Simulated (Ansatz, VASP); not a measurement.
**One calculation of ZrS2, two programs**

```
CELL_PARAMETERS angstrom
3.67484 0.00000 0.00000
-1.83742 3.18251 0.00000
0.00000 0.00000 5.86173
ATOMIC_POSITIONS crystal
Zr 0.00000 0.00000 0.00000
S 0.66667 0.33333 0.75389
S 0.33333 0.66667 0.24611
```

Alike in both runs: functional r2SCAN; dispersion rVV10; k mesh 9 × 9 × 6; occupations gaussian, width 0.02 eV; no spin polarisation.

Ansatz relaxed the structure, and its values are those at the end. VASP's run is a single point on that final structure, the one shown.

```csv
,VASP,Ansatz
version,VASP 6.6.1,Ansatz 0.2.0
potentials or method,"VASP PAW PBE potentials, release 64 (Zr_sv, S), cutoff 550 eV","scalar-relativistic, plane waves, PAW"
valence electrons in the cell,24,24
```

|  | VASP | Ansatz | Ansatz less VASP |
| --- | --- | --- | --- |
| gap on the k mesh at the Fermi level (eV) | 1.21 | 1.21 | -0.006 |
| least direct gap on the mesh (eV) | 1.81 | 1.80 | -0.011 |
| pressure (GPa) | 0.0 | 0.0 | -0.02 |
| rms of the force components (eV/Å) | 0.004 | 0.000 | -0.0039 |

VASP's potentials were made for PBE, not for r2SCAN.
